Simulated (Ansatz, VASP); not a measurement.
## Two plane-wave programs on SnTe

File POSCAR:

```
SnTe
1.0
    0.0000000000      3.1880650000      3.1565000000
    3.1880650000      0.0000000000      3.1565000000
    3.1880650000      3.1880650000      0.0000000000
Sn Te
1 1
Direct
    0.0000000000      0.0000000000      0.0000000000
    0.5000000000      0.5000000000      0.5000000000
```

The input INCAR.step1:

```
PREC = Accurate
ENCUT = 520
ISMEAR = 0
SIGMA = 0.15
LREAL = False
LASPH = True
NELM = 80
NBANDS = 17
GGA = PE
ALGO = Normal
EDIFF = 1E-4
LWAVE = True
LCHARG = False
```

Contents of INCAR.step2:

```
PREC = Accurate
ENCUT = 520
EDIFF = 1E-6
ISMEAR = 0
SIGMA = 0.15
LREAL = False
LASPH = True
NELM = 80
ALGO = Normal
ISIF = 2
LWAVE = False
LCHARG = False
METAGGA = R2SCAN
LMIXTAU = True
NBANDS = 17
ISTART = 1
```

Contents of KPOINTS:

```
Automatic mesh
0
Gamma
  14 14 14
```

Input for Ansatz:

```yaml
crystal:
  lattice:
    - [0.0, 3.188065, 3.1565]
    - [3.188065, 0.0, 3.1565]
    - [3.188065, 3.188065, 0.0]
  atoms:
    - { symbol: Sn, position: [0.0, 0.0, 0.0] }
    - { symbol: Te, position: [0.5, 0.5, 0.5] }
basis:
  ecutwfc: 500
kpoints:
  mp_grid: { grid: [14, 14, 14] }
hamiltonian:
  xc: r2scan
scf:
  occupations: { method: gaussian, width: 0.15 }
output:
  forces: true
  stress: true
  eigenvalues: true
```

Change from the starting cell: strain +0.0100 x Voigt [1, 1, 0, 0, 0, 0], atoms carried along.

Alike in both runs: task single point; functional r2SCAN; k mesh 14 × 14 × 14; occupations gaussian, width 0.15 eV; no spin polarisation.

|  | VASP | Ansatz |
| --- | --- | --- |
| version | VASP 6.6.1 | Ansatz 0.2.0 |
| potentials or method | VASP PAW PBE potentials, release 64 (Sn_d, Te), cutoff 520 eV | scalar-relativistic, plane waves, PAW |
| valence electrons in the cell | 20 | 30 |

```tsv
	VASP	Ansatz	Ansatz less VASP
gap on the k mesh at the Fermi level (eV)	0.10	0.10	+0.002
least direct gap on the mesh (eV)	0.10	0.10	+0.002
pressure (GPa)	0.3	0.3	-0.01
traceless stress, the component that is largest in VASP (GPa)	0.86	0.86	-0.003
```

VASP's potentials were made for PBE, not for r2SCAN. VASP's potentials hold 20 valence electrons a cell and Ansatz's 30, so a difference there can come from the potentials and not from the codes.

Spin-orbit coupling is off throughout.
